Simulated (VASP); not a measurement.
Crystal: SnTe.

```
Te Sn
1.0
     0.00000    3.22961    3.22961
     3.22961    0.00000    3.22961
     3.22961    3.22961    0.00000
Te Sn
1 1
Direct
  0.00000 0.00000 0.00000
  0.50000 0.50000 0.50000
```

| Property | Result |
| --- | --- |
| Program | VASP 6.6.1 |
| Task | relaxation of cell and atoms |
| Functional | PBE |
| Potentials or basis | VASP PAW PBE potentials, release 64 (Te, Sn_d) |
| Cutoff | 600 eV |
| k mesh | 10 × 10 × 10 |
| Occupations | gaussian, width 0.01 eV |
| Spin | no spin polarisation |

At the start: pressure -0.9 GPa; volume 33.69 Å³/atom.

Task: Where does the relaxation end?

Result: Over 3 steps the energy falls by 2.1 meV/atom and the volume is 32.93 Å³/atom (-2.2 %); space group Fm-3m (No. 225, to 0.1 Å) before and after.

Step by step:
| step | energy change (eV) | largest force (eV/Å) | pressure (GPa) | volume (Å³) |
| --- | --- | --- | --- | --- |
| 1 | 0.0000 | 0.0000 | -0.91 | 67.37 |
| 2 | -0.0040 | 0.0000 | 0.20 | 65.52 |
| 3 | -0.0042 | 0.0000 | 0.00 | 65.86 |

Final structure:
```
CELL_PARAMETERS angstrom
0.00000 3.20531 3.20531
3.20531 0.00000 3.20531
3.20531 3.20531 0.00000
ATOMIC_POSITIONS crystal
Te 0.00000 0.00000 0.00000
Sn 0.50000 0.50000 0.50000
```
